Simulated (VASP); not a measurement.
Cu:

```
Cu
1.0
     0.00000    1.80750    1.80750
     1.80750    0.00000    1.80750
     1.80750    1.80750    0.00000
Cu
1
Direct
  0.00000 0.00000 0.00000
```

```yaml
Program: VASP 6.6.1
Task: relaxation of cell and atoms
Functional: PBEsol
Potentials_or_basis: VASP PAW PBE potentials, release 64 (Cu)
Cutoff: 600 eV
k_mesh: 20 × 20 × 20
Occupations: gaussian, width 0.1 eV
Spin: no spin polarisation
```

At the start: pressure -5.7 GPa; volume 11.81 Å³/atom.

How do energy, volume and symmetry change on relaxing?

Over 3 steps the energy falls by 8.3 meV/atom and the volume is 11.36 Å³/atom (-3.8 %); space group Fm-3m (No. 225, to 0.05 Å).

Step by step:
| step | energy change (eV) | largest force (eV/Å) | pressure (GPa) | volume (Å³) |
| --- | --- | --- | --- | --- |
| 1 | 0.0000 | 0.0000 | -5.72 | 11.81 |
| 2 | -0.0051 | 0.0000 | 4.02 | 11.10 |
| 3 | -0.0083 | 0.0000 | 0.00 | 11.36 |

Final structure:
```cif
data_structure
_symmetry_space_group_name_H-M 'P 1'
_symmetry_Int_Tables_number 1
_cell_length_a 2.5236
_cell_length_b 2.5236
_cell_length_c 2.5236
_cell_angle_alpha 60.000
_cell_angle_beta 60.000
_cell_angle_gamma 60.000
_cell_volume 11.36
loop_
_atom_site_label
_atom_site_type_symbol
_atom_site_fract_x
_atom_site_fract_y
_atom_site_fract_z
_atom_site_occupancy
Cu1 Cu 0.00000 0.00000 0.00000 1
```

Caveat: the PAW data sets were made with another functional, which shifts forces and pressure a little.
